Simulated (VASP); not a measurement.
# Er5C (P-62m) in VASP: notebook

Runs on Er5C. Level: PBE. Tasks: single point, relaxation of cell and atoms.

All numbers are computed with VASP 6.6.1; they aren't measurements. Logs are shortened: lines on timing, memory, paths and dates and some standing lists are left out, and cuts for length are marked.

**1. The cell of the first run**

It takes space group P-62m (No. 189, hexagonal). Conventional cell: a = 7.488 Å, b = 7.488 Å, c = 3.471 Å, α = 90.00°, β = 90.00°, γ = 120.00°. Within 3.5 Å of Er (site symmetry m2m) lie 2 C at 2.50 Å and 8 Er at 3.11 to 3.47 Å. Er (site symmetry -6) has 11 Er at 3.39 to 4.32 Å and 3 C at 4.32 Å within 4.5 Å. C (site symmetry -62m) has 6 Er at 2.50 Å within 3.3 Å.

The cell was generated, and may not be a known phase.

**2. Single point, PBE**

Contents of INCAR:

```
SYSTEM = Er5C
PREC     = Accurate       ! precision mode
ENCUT    = 600            ! plane-wave cutoff, eV
EDIFF    = 1E-6           ! SCF threshold, eV
ISMEAR   = 0              ! smearing method
SIGMA    = 0.1            ! smearing width, eV
LREAL    = .False.        ! projectors in reciprocal space
LASPH    = .True.         ! aspherical terms in the spheres
NELM     = 200            ! most SCF steps
ALGO     = Normal         ! electronic algorithm
ISIF     = 2              ! what is computed and relaxed
LWAVE    = .False.        ! write WAVECAR
LCHARG   = .False.        ! write CHGCAR
GGA      = PE             ! functional
NBANDS   = 34             ! bands
GGA_COMPAT= .False.      
LMAXMIX  = 6              ! l up to which the mixer works
```

Contents of KPOINTS:

```
regular mesh
0
Gamma
  3 3 6
  0 0 0
```

Contents of POSCAR:

```
Er5C
1.0
    7.4881191567      0.0000000000      0.0000000000
   -3.7440595784      6.4849014163      0.0000000000
    0.0000000000      0.0000000000      3.4710681189
Er C
5 1
Direct
    0.2395687423      0.0000000000      0.5000000000
    0.7604312577      0.7604312577      0.5000000000
    0.0000000000      0.2395687423      0.5000000000
    0.3333333333      0.6666666667      0.0000000000
    0.6666666667      0.3333333333      0.0000000000
    0.0000000000      0.0000000000      0.0000000000
```

Potentials or basis: VASP PAW PBE potentials, release 64 (Er_3, C), 4f in core.

On the command line:

```sh
cat potpaw_PBE.64/Er_3/POTCAR potpaw_PBE.64/C/POTCAR > POTCAR
mpirun -np 1 vasp_std > vasp.out
```

OUTCAR:

```text
SYSTEM = Er5C
   PREC = Accurate
   ENCUT = 600
   EDIFF = 1E-6
   ISMEAR = 0
   LREAL = .False.
   LASPH = .True.
   NELM = 200
   ISIF = 2
   GGA = PE

 ion  position               nearest neighbor table
   1  0.240  0.000  0.500-   6 2.50   6 2.50   2 3.11   3 3.11   4 3.39   4 3.39   5 3.39   5 3.39

   2  0.760  0.760  0.500-   6 2.50   6 2.50   1 3.11   3 3.11   4 3.39   4 3.39   5 3.39   5 3.39

   3  0.000  0.240  0.500-   6 2.50   6 2.50   1 3.11   2 3.11   5 3.39   5 3.39   4 3.39   4 3.39

   4  0.333  0.667  0.000-   1 3.39   1 3.39   3 3.39   3 3.39   2 3.39   2 3.39
   5  0.667  0.333  0.000-   3 3.39   3 3.39   1 3.39   1 3.39   2 3.39   2 3.39
   6  0.000  0.000  0.000-   1 2.50   1 2.50   2 2.50   2 2.50   3 2.50   3 2.50

  LATTYP: Found a hexagonal cell.
 ALAT       =     7.4881191567
 C/A-ratio  =     0.4635433874

  Lattice vectors:

 A1 = (   7.4881191567,   0.0000000000,   0.0000000000)
 A2 = (  -3.7440595784,   6.4849014163,   0.0000000000)
 A3 = (   0.0000000000,   0.0000000000,   3.4710681189)

Analysis of symmetry for initial positions (statically):
=====================================================================
 Subroutine PRICEL returns:
 Original cell was already a primitive cell.

 Routine SETGRP: Setting up the symmetry group for a
 hexagonal supercell.

 Subroutine GETGRP returns: Found 12 space group operations
 (whereof 12 operations were pure point group operations)
 out of a pool of 24 trial point group operations.

The static configuration has the point symmetry D_3h.

Analysis of symmetry for dynamics (positions and initial velocities):
=====================================================================
 Subroutine PRICEL returns:
 Original cell was already a primitive cell.

 Routine SETGRP: Setting up the symmetry group for a
 hexagonal supercell.

 Subroutine GETGRP returns: Found 12 space group operations
 (whereof 12 operations were pure point group operations)
 out of a pool of 24 trial point group operations.

The dynamic configuration has the point symmetry D_3h.

 Subroutine INISYM returns: Found 12 space group operations
 (whereof 12 operations are pure point group operations),
 and found     1 'primitive' translations

----------------------------------------------------------------------------------------

                                     Primitive cell

  volume of cell :     168.5541

  direct lattice vectors                    reciprocal lattice vectors
     7.488119157  0.000000000  0.000000000     0.133544883  0.077102174  0.000000000
    -3.744059578  6.484901416  0.000000000     0.000000000  0.154204349  0.000000000
     0.000000000  0.000000000  3.471068119     0.000000000  0.000000000  0.288095758

  length of vectors
     7.488119157  7.488119157  3.471068119     0.154204349  0.154204349  0.288095758

  position of ions in fractional coordinates (direct lattice)
     0.239568742  0.000000000  0.500000000
     0.760431258  0.760431258  0.500000000
     0.000000000  0.239568742  0.500000000
     0.333333333  0.666666667  0.000000000
     0.666666667  0.333333333  0.000000000
     0.000000000  0.000000000  0.000000000

  ion indices of the primitive-cell ions
   primitive index   ion index
                 1           1
                 2           2
                 3           3
                 4           4
                 5           5
                 6           6

----------------------------------------------------------------------------------------

 KPOINTS: regular mesh

Automatic generation of k-mesh.
 Grid dimensions read from file:
 generate k-points for:    3    3    6

 Generating k-lattice:

  Cartesian coordinates                     Fractional coordinates (reciprocal lattice)
     0.044514961  0.025700725  0.000000000     0.333333333  0.000000000  0.000000000
     0.000000000  0.051401450  0.000000000     0.000000000  0.333333333  0.000000000
     0.000000000  0.000000000  0.048015960     0.000000000  0.000000000  0.166666667

  Length of vectors
     0.051401450  0.051401450  0.048015960

  Shift w.r.t. Gamma in fractional coordinates (k-lattice)
     0.000000000  0.000000000  0.000000000

 Subroutine IBZKPT returns following result:
 ===========================================

 Found     12 irreducible k-points:

 Following reciprocal coordinates:
            Coordinates               Weight
  0.000000  0.000000  0.000000      1.000000
  0.333333  0.000000  0.000000      6.000000
  0.333333  0.333333  0.000000      2.000000
  0.000000  0.000000  0.166667      2.000000
  0.333333  0.000000  0.166667     12.000000
  0.333333  0.333333  0.166667      4.000000
  0.000000  0.000000  0.333333      2.000000
  0.333333  0.000000  0.333333     12.000000
  0.333333  0.333333  0.333333      4.000000
  0.000000  0.000000  0.500000      1.000000
  0.333333  0.000000  0.500000      6.000000
  0.333333  0.333333  0.500000      2.000000
   k-points           NKPTS =     12   k-points in BZ     NKDIM =     12   number of bands    NBANDS=     34
   number of dos      NEDOS =    301   number of ions     NIONS =      6
   total plane-waves  NPLWV = 100800
   dimension x,y,z NGX =    60 NGY =   60 NGZ =   28
   dimension x,y,z NGXF=   120 NGYF=  120 NGZF=   56
   ions per type =               5   1
   NGX,Y,Z   is equivalent  to a cutoff of  13.32, 13.32, 13.41 a.u.
   NGXF,Y,Z  is equivalent  to a cutoff of  26.64, 26.64, 26.82 a.u.
 SYSTEM =  Er5C
   PREC   = accura    normal or accurate (medium, high low for compatibility)
   ISTART =      0    job   : 0-new  1-cont  2-samecut
   ICHARG =      2    charge: 1-file 2-atom 10-const
   ISPIN  =      1    spin polarized calculation?
   LNONCOLLINEAR =      F non collinear calculations
   LSORBIT =      F    spin-orbit coupling
   LASPH  =      T    aspherical Exc in radial PAW
   ENCUT  =  600.0 eV  44.10 Ry    6.64 a.u.  14.96 14.96  6.93*2*pi/ulx,y,z
   NELM   =    200;   NELMIN=  2; NELMDL= -5     # of ELM steps
   EDIFF  = 0.1E-05   stopping-criterion for ELM
   LREAL  =      F    real-space projection
   EDIFFG = 0.1E-04   stopping-criterion for IOM
   NSW    =      0    number of steps for IOM
   IBRION =     -1    ionic relax: 0-MD 1-quasi-New 2-CG
   NFREE  =      0    steps in history (QN), initial steepest desc. (CG)
   ISIF   =      2    stress and relaxation
   ISYM   =      2    0-nonsym 1-usesym 2-fastsym
   POTIM  = 0.5000    time-step for ionic-motion
   TEBEG  =    0.0;   TEEND  =   0.0 temperature during run
   PSTRESS=    0.0 pullay stress
   NELECT =      49.0000    total number of electrons
   NUPDOWN=      -1.0000    fix difference up-down
   EMIN   =  10.00;   EMAX   =-10.00  energy-range for DOS
   EFERMI =   0.00;   METHOD = LEGACY
   ISMEAR =     0;   SIGMA  =   0.10  broadening in eV -4-tet -1-fermi 0-gaus
   EFERMI_NEDOS =   21; number of points for ismear=-14 and -15
   IALGO  =     38    algorithm
   IMIX   =      4    mixing-type and parameters
     AMIX     =   0.40;   BMIX     =  1.00
     AMIX_MAG =   1.60;   BMIX_MAG =  1.00
  volume/ion in A,a.u.               =      28.09       189.58
  Fermi-wavevector in a.u.,A,eV,Ry     =   1.084494  2.049396 16.002179  1.176127
  Thomas-Fermi vector in A             =   2.220585
   LORBIT       =      0    0 simple, 1 ext, 2 COOP (PROOUT), +10 PAW based schemes
   GGA     = PE    functional components
   LHFCALC =     F    Hartree Fock is set to
   AEXX    =    0.0000 exact exchange contribution
   IVDW    =     0    specifies the selected vdW correction
   LEPSILON=     F    determine dielectric tensor
   LRPA    =     F    only Hartree local field effects (RPA)
 non-spin polarized calculation
 Gauss-broadening in eV      SIGMA  =   0.10
  energy-cutoff  :      600.00
  volume of cell :      168.55
 maximum number of plane-waves:      5648
 NGX is ok and might be reduce to    60
   NGX = 29   NGY = 29   NGZ = 13

 number of electron      49.0000003 magnetization

 Free energy of the ion-electron system (eV)
  ---------------------------------------------------
  ext. energy  EPLUGINS =         0.00000000
  ---------------------------------------------------
  free energy    TOTEN  =       -29.40447847 eV

  energy without entropy =      -29.36159421  energy(sigma->0) =      -29.38303634

 E-fermi :   2.8446     XC(G=0):  -9.6603

 val. band max:        2.8226353715   @ k =   0.3333   0.0000   0.1667
 cond. band min:       2.8612509070   @ k =   0.0000   0.0000   0.5000
 fundamental gap:      0.0386155355
 Fermi energy:         2.8445670749

 k-point     1 :       0.0000    0.0000    0.0000
  band No.  band energies     occupation
      1     -22.3571      2.00000
      2     -22.3571      2.00000
      3     -22.2288      2.00000
      4     -22.2250      2.00000
      5     -22.2250      2.00000
      6     -21.9278      2.00000
[... 26 lines left out ...]
     33       4.9381      0.00000
     34       4.9612      0.00000

 k-point     2 :       0.3333    0.0000    0.0000
  band No.  band energies     occupation
      1     -22.3576      2.00000
      2     -22.3282      2.00000
      3     -22.2986      2.00000
      4     -22.2501      2.00000
      5     -22.0875      2.00000
      6     -22.0160      2.00000
[... 26 lines left out ...]
     33       5.3141      0.00000
     34       5.3967      0.00000

 k-point     3 :       0.3333    0.3333    0.0000
  band No.  band energies     occupation
      1     -22.3869      2.00000
      2     -22.2899      2.00000
      3     -22.2899      2.00000
      4     -22.2585      2.00000
      5     -22.0452      2.00000
      6     -22.0104      2.00000
[... 26 lines left out ...]
     33       5.4817      0.00000
     34       5.5131      0.00000
[... 260 lines left out ...]
 k-point    11 :       0.3333    0.0000    0.5000
  band No.  band energies     occupation
      1     -22.3408      2.00000
      2     -22.3113      2.00000
      3     -22.2774      2.00000
      4     -22.2417      2.00000
      5     -22.1829      2.00000
      6     -22.1483      2.00000
[... 26 lines left out ...]
     33       4.8769      0.00000
     34       5.4134      0.00000

 k-point    12 :       0.3333    0.3333    0.5000
  band No.  band energies     occupation
      1     -22.3186      2.00000
      2     -22.3186      2.00000
      3     -22.2963      2.00000
      4     -22.2103      2.00000
      5     -22.2103      2.00000
      6     -22.1506      2.00000
[... 26 lines left out ...]
     33       5.1771      0.00000
     34       5.9676      0.00000

------------------------ aborting loop because EDIFF is reached ----------------------------------------

  FORCE on cell =-STRESS in cart. coord.  units (eV):
  Direction    XX          YY          ZZ          XY          YZ          ZX
  --------------------------------------------------------------------------------------
  -------------------------------------------------------------------------------------
  Total        0.4522486      0.4522486      0.5142096     -0.0000000      0.0000000      0.0000000
  in kB        4.2988133      4.2988133      4.8877779     -0.0000000      0.0000000      0.0000000
  external PRESSURE =       4.4951349 kB  Pullay stress =       0.0000000 kB

 VOLUME and BASIS-vectors are now :
 -----------------------------------------------------------------------------
  energy-cutoff  :      600.00
  volume of cell :      168.55
      direct lattice vectors                 reciprocal lattice vectors
     7.488119157  0.000000000  0.000000000     0.133544883  0.077102174  0.000000000
    -3.744059578  6.484901416  0.000000000     0.000000000  0.154204349  0.000000000
     0.000000000  0.000000000  3.471068119     0.000000000  0.000000000  0.288095758

 POSITION                                       TOTAL-FORCE (eV/Angst)
 -----------------------------------------------------------------------------------
      1.79392      0.00000      1.73553         0.027469     -0.000000     -0.000000
      2.84710      4.93132      1.73553        -0.013734     -0.023789      0.000000
     -0.89696      1.55358      1.73553        -0.013734      0.023789      0.000000
     -0.00000      4.32327      0.00000         0.000000     -0.000000      0.000000
      3.74406      2.16163      0.00000         0.000000     -0.000000      0.000000
      0.00000      0.00000      0.00000         0.000000     -0.000000      0.000000
 -----------------------------------------------------------------------------------
    total drift:                               -0.000000     -0.000000     -0.000000

  FREE ENERGIE OF THE ION-ELECTRON SYSTEM (eV)
  ---------------------------------------------------
  free  energy   TOTEN  =       -29.4044784669 eV

  energy  without entropy=      -29.3615942121  energy(sigma->0) =      -29.38303634
```

It took 1.8 min on 1 thread of Intel Xeon Platinum 8488C (Sapphire Rapids), shared host; peak memory 0.32 GiB.

Results:

- Free energy: -29.4045 eV
- Pressure: 0.4 GPa
- Largest force: 0.027 eV/Å
- Band gap on the k mesh: zero (an odd number of electrons rules out a gap without spin polarisation)

Forces in eV/Å, atoms in the order of the input:
```
Er   0.027  0.000  0.000
Er  -0.014 -0.024  0.000
Er  -0.014  0.024  0.000
Er   0.000  0.000  0.000
Er   0.000  0.000  0.000
C    0.000  0.000  0.000
```

Caveat: spin-orbit coupling is left out, which moves the levels of the heavy elements; the 4f electrons are frozen in the core, so they carry no moment and show no levels.

**3. Relaxation of cell and atoms, PBE**

This run uses another cell than the first one, of 26.09 Å³/atom.

Contents of INCAR:

```
ALGO     = Normal         # electronic algorithm
EDIFF    = 1E-7           # SCF threshold, eV
EDIFFG   = -0.04          # ionic threshold
ENCUT    = 600            # plane-wave cutoff, eV
GGA      = PE             # functional
GGA_COMPAT= False        
IBRION   = 2              # ionic algorithm
ISIF     = 3              # what is computed and relaxed
ISMEAR   = 0              # smearing method
LASPH    = True           # aspherical terms in the spheres
LCHARG   = False          # write CHGCAR
LMAXMIX  = 6              # l up to which the mixer works
LREAL    = False          # projectors in reciprocal space
LWAVE    = False          # write WAVECAR
NELM     = 200            # most SCF steps
NELMIN   = 4            
NSW      = 90             # ionic steps
PREC     = Accurate       # precision mode
SIGMA    = 0.1            # smearing width, eV
```

Contents of KPOINTS:

```
k-points
0
Gamma
  3 3 4
```

Contents of POSCAR:

```
Er5C
1.0
    5.8200104200      0.0000000000      0.0000000000
   -2.9100052100      5.0402768700      0.0000000000
    0.0000000000      0.0000000000      5.3363399700
Er C
5 1
Direct
    0.3130345300      0.0000000000      0.5000000000
    0.6869654700      0.6869654700      0.5000000000
    0.0000000000      0.3130345300      0.5000000000
    0.3333333300      0.6666666700      0.0000000000
    0.6666666700      0.3333333300      0.0000000000
    0.0000000000      0.0000000000      0.0000000000
```

Potentials or basis: VASP PAW PBE potentials, release 64 (Er_3, C), 4f in core.

On the command line:

```sh
cat potpaw_PBE.64/Er_3/POTCAR potpaw_PBE.64/C/POTCAR > POTCAR
mpirun -np 1 vasp_std > vasp.out
```

Wall time 34 min (1 thread of Intel Xeon Platinum 8488C (Sapphire Rapids), shared host); peak memory 0.41 GiB.

It converged, with:

```
Free energy                           : -29.3022 eV
Relaxed volume                        : 28.04 Å³/atom
Relaxed cell                          : a = 7.403 Å, b = 7.403 Å, c = 3.545 Å, α = 90.00°, β = 90.00°, γ = 120.00°
Space group after relaxing (to 0.1 Å) : P-62m (No. 189)
Energy gained by relaxing             : 357.3 meV/atom
Ionic steps                           : 33
Pressure after relaxing               : 0.1 GPa
Largest force after relaxing          : 0.015 eV/Å
Band gap on the k mesh                : zero (an odd number of electrons rules out a gap without spin polarisation)
```

Forces in eV/Å, atoms in the order of the input:
```
Er   0.015  0.000  0.000
Er  -0.008 -0.013  0.000
Er  -0.008  0.013  0.000
Er   0.000  0.000  0.000
Er   0.000  0.000  0.000
C    0.000  0.000  0.000
```

Stress tensor (GPa, compression positive):
```
0.10 0.00 0.00
0.00 0.10 0.00
0.00 0.00 0.20
```

Step by step:
| step | energy change (eV) | largest force (eV/Å) | pressure (GPa) | volume (Å³) |
| --- | --- | --- | --- | --- |
| 1 | 0.0000 | 0.4362 | -2.33 | 156.54 |
| 2 | -0.1155 | 0.4430 | -0.20 | 148.07 |
| 3 | -0.1282 | 0.4392 | 0.86 | 144.56 |
| 4 | -0.1865 | 0.1824 | 0.71 | 144.63 |
| 5 | -0.3063 | 0.5211 | 0.54 | 144.57 |
| 6 | -0.1922 | 2.5378 | 2.71 | 143.21 |
| 7 | -0.3124 | 1.0473 | 0.60 | 144.37 |
| 8 | -0.3289 | 1.0773 | 0.61 | 144.47 |
| 9 | -0.3809 | 1.1691 | 0.70 | 144.75 |
| 10 | -0.5172 | 1.3515 | 1.38 | 145.14 |
| 11 | -0.8904 | 1.8036 | 2.53 | 145.21 |
| 12 | -0.9370 | 3.2231 | 10.05 | 142.28 |
| 13 | -1.1009 | 2.5298 | 5.66 | 144.16 |
| 14 | -1.1014 | 2.7117 | 6.63 | 143.75 |
| 15 | -1.1538 | 2.7148 | 6.80 | 144.47 |
| 16 | -1.2579 | 2.7282 | 7.65 | 146.43 |
| 17 | -1.1882 | 2.7695 | 10.09 | 149.47 |
| 18 | -1.2657 | 2.7859 | 8.85 | 148.25 |
| 19 | -1.4123 | 2.5176 | 7.95 | 150.15 |
| 20 | -1.7631 | 1.7570 | 5.46 | 155.93 |
| 21 | -2.1069 | 0.4661 | 1.43 | 167.74 |
| 22 | -2.1316 | 0.1170 | 0.37 | 171.63 |
| 23 | -2.1322 | 0.0557 | 0.18 | 172.35 |
| 24 | -2.1328 | 0.0611 | 0.15 | 172.38 |
| 25 | -2.1342 | 0.0775 | 0.06 | 172.44 |
| 26 | -2.1356 | 0.1110 | -0.12 | 172.56 |
| 27 | -2.1357 | 0.1212 | -0.18 | 172.59 |
| 28 | -2.1368 | 0.1112 | -0.18 | 172.36 |
| 29 | -2.1395 | 0.0821 | -0.20 | 171.66 |
| 30 | -2.1430 | 0.0241 | -0.22 | 170.25 |
| 31 | -2.1403 | 0.0891 | -0.22 | 167.38 |
| 32 | -2.1437 | 0.0026 | -0.22 | 169.47 |
| 33 | -2.1441 | 0.0151 | 0.14 | 168.23 |

Final structure:
```cif
data_structure
_symmetry_space_group_name_H-M 'P 1'
_symmetry_Int_Tables_number 1
_cell_length_a 7.4027
_cell_length_b 7.4027
_cell_length_c 3.5449
_cell_angle_alpha 90.000
_cell_angle_beta 90.000
_cell_angle_gamma 120.000
_cell_volume 168.23
loop_
_atom_site_label
_atom_site_type_symbol
_atom_site_fract_x
_atom_site_fract_y
_atom_site_fract_z
_atom_site_occupancy
Er1 Er 0.24143 0.00000 0.50000 1
Er2 Er 0.75857 0.75857 0.50000 1
Er3 Er 0.00000 0.24143 0.50000 1
Er4 Er 0.33333 0.66667 0.00000 1
Er5 Er 0.66667 0.33333 0.00000 1
C1 C 0.00000 0.00000 0.00000 1
```

Levels at points of the mesh, in eV from the Fermi level:
| k point | band 22 | band 23 | band 24 | band 25 | band 26 | band 27 |
| --- | --- | --- | --- | --- | --- | --- |
| (0.00, 0.00, 0.00) | -0.92 | -0.92 | -0.87 | 0.62 | 0.62 | 1.15 |
| (0.00, 0.00, 0.50) | -0.80 | -0.80 | 0.02 | 0.02 | 0.09 | 0.09 |

Caveat: the k points lie up to 0.44 Å⁻¹ apart in the final cell, too coarse for converged energies and pressures of a metal; a cell axis changed by over 15 % at a fixed basis, so the end point is rough; spin-orbit coupling is left out, which moves the levels of the heavy elements; the 4f electrons are frozen in the core, so they carry no moment and show no levels. Spin polarisation is off, so any magnetic state and its effect on volume and gap are missing.

The gap in the log of VASP goes by the Fermi energy; the results here count the filled bands.